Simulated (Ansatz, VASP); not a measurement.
**CdS: VASP beside Ansatz**

The input INCAR:

```
SYSTEM = CdS
PREC = Accurate
ENCUT = 520
EDIFF = 1E-6
ISMEAR = 0
SIGMA = 0.01
LREAL = .False.
LASPH = .True.
NELM = 80
ALGO = Normal
ISIF = 2
LWAVE = .False.
LCHARG = .False.
GGA = PE
NBANDS = 16
```

The input KPOINTS:

```
regular mesh
0
Gamma
  12 12 12
  0 0 0
```

The input POSCAR:

```
CdS
1.0
    0.0000000000      2.8361882471      2.8361882471
    2.8361882471      0.0000000000      2.8361882471
    2.8361882471      2.8361882471      0.0000000000
Cd S
1 1
Direct
    0.0000000000      0.0000000000      0.0000000000
    0.5000000000      0.5000000000      0.5000000000
```

Input for Ansatz:

```yaml
crystal:
  lattice:
    - [0.0, 2.8361882471, 2.8361882471]
    - [2.8361882471, 0.0, 2.8361882471]
    - [2.8361882471, 2.8361882471, 0.0]
  atoms:
    - { symbol: Cd, position: [0.0, 0.0, 0.0] }
    - { symbol: S, position: [0.5, 0.5, 0.5] }
basis:
  ecutwfc: 420
kpoints:
  mp_grid: { grid: [12, 12, 12] }
hamiltonian:
  xc: pbe
scf:
  occupations: { method: gaussian, width: 0.01 }
output:
  forces: true
  stress: true
  eigenvalues: true
```

Alike in both runs: task single point; functional PBE; k mesh 12 × 12 × 12; occupations gaussian, width 0.01 eV; no spin polarisation.

```csv
,VASP,Ansatz
version,VASP 6.6.1,Ansatz 0.2.0
potentials or method,"VASP PAW PBE potentials, release 64 (Cd, S), cutoff 520 eV","scalar-relativistic, plane waves, PAW"
valence electrons in the cell,18,26
```

|  | VASP | Ansatz | Ansatz less VASP |
| --- | --- | --- | --- |
| gap on the k mesh at the Fermi level (eV) | 0.22 | 0.23 | +0.009 |
| least direct gap on the mesh (eV) | 1.00 | 1.02 | +0.019 |
| pressure (GPa) | -5.2 | -5.5 | -0.25 |

VASP's potentials hold 18 valence electrons a cell and Ansatz's 26, so a difference there can come from the potentials and not from the codes.
